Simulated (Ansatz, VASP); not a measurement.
## Ga: VASP beside Ansatz

```
Ga
1.0
     2.26150   -3.83050    0.00000
     2.26150    3.83050    0.00000
     0.00000    0.00000    4.52400
Ga
4
Direct
  0.84510 0.15490 0.08100
  0.65490 0.34510 0.58100
  0.15490 0.84510 0.91900
  0.34510 0.65490 0.41900
```

Alike in both runs: task relaxation of cell and atoms; functional PBEsol; k mesh 8 × 8 × 7; occupations fermi-dirac, width 0.1 eV; no spin polarisation.

|  | VASP | Ansatz |
| --- | --- | --- |
| version | VASP 6.6.1 | Ansatz 0.2.0 |
| potentials or method | VASP PAW PBE potentials, release 64 (Ga_d), cutoff 500 eV | plane waves (420 eV) with PAW (set soft_1), scalar-relativistic |
| valence electrons in the cell | 52 | 52 |

|  | VASP | Ansatz | Ansatz less VASP |
| --- | --- | --- | --- |
| relaxed volume (Å³/atom) | 19.08 | 19.07 | -0.011 |
| relaxed cell length with the largest relative difference (Å) | 4.411 | 4.410 | -0.0014 |

VASP's potentials were made for PBE, not for PBEsol, and Ansatz warns of the same on its side.
